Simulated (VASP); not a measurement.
Write the native input for VASP 6.6.1 that does the following.

```
Task                   : single point
Functional             : PBE
Potentials or basis    : VASP PAW PBE potentials, release 64 (Pb_d, Se)
Cutoff                 : 520 eV
k mesh                 : 6 × 6 × 4
Occupations            : gaussian, width 0.02 eV
Spin                   : no spin polarisation
Dipole correction      : no
Further INCAR settings : ALGO = Normal; EDIFF = 1e-07; NBANDS = 28
```

The structure of PbSe lies in POSCAR:

```
PbSe
1.0
    4.2939889356      0.0000000000      0.0000000000
   -2.1469944678      3.7187035018      0.0000000000
    0.0000000000      0.0000000000      8.0640240263
Pb Se
2 2
Direct
    0.6666666667      0.3333333333      0.2238990675
    0.3333333333      0.6666666667      0.7238990675
    0.0000000000      0.0000000000      0.5259499325
    0.0000000000      0.0000000000      0.0259499325
```

One way to write it, as run:

INCAR

```
SYSTEM = PbSe
  PREC = Accurate
  ENCUT = 520
  EDIFF = 1E-7
  ISMEAR = 0
  SIGMA = 0.02
  LREAL = .FALSE.
  LASPH = .TRUE.
  NELM = 80
  ALGO = Normal
  ISIF = 2
  LWAVE = .FALSE.
  LCHARG = .FALSE.
  GGA = PE
  NBANDS = 28
```

KPOINTS

```
Automatic mesh
0
G
  6 6 4
  0 0 0
```

Potentials or basis: VASP PAW PBE potentials, release 64 (Pb_d, Se).

Run with:

```bash
$ cat potpaw_PBE.64/Pb_d/POTCAR potpaw_PBE.64/Se/POTCAR > POTCAR
$ mpirun -np 1 vasp_std > vasp.out
```

Results of the run:

| Property | Result |
| --- | --- |
| Pressure | -0.6 GPa |
| Largest force | 0.009 eV/Å |
| Band gap on the k mesh | 0.89 eV (least direct gap 0.91 eV) |

Caveat: spin-orbit coupling is left out, which moves the levels of the heavy elements.

Wall time 63 s on 1 thread of Intel Xeon 8259CL, on a shared host, peak memory 0.27 GiB.
